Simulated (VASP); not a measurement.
**Ti: single point with PBE**

The system is Ti.

```xyz
1
Lattice="-1.6752 1.6752 1.6752 1.6752 -1.6752 1.6752 1.6752 1.6752 -1.6752" Properties=species:S:1:pos:R:3 pbc="T T T"
Ti    0.0000    0.0000    0.0000
```

This isn't the form of Ti at room conditions, which is hcp.

```
Program             : VASP 6.6.1
Task                : single point
Functional          : PBE
Potentials or basis : VASP PAW PBE potentials, release 64 (Ti_sv)
Cutoff              : 520 eV
k mesh              : 22 × 22 × 22
Occupations         : gaussian, width 0.15 eV
Spin                : collinear spin
Starting moments    : [0.8] μB
Fixed moment        : 0.8 μB
```

| Item | Value |
| --- | --- |
| Pressure | -6.8 GPa |
| Net moment | 0.80 μB per cell |
| Site moments | Ti +0.55 μB |
| Valence electrons inside the program's atomic spheres | Ti 10.18 |

It took 2.3 min on 1 thread of Intel Xeon 8259CL, with other jobs on the host, peak memory 0.26 GiB.

Caveat: the cell stands under tension; the total moment is fixed, so each spin has its own Fermi level and the state may be an excited one.
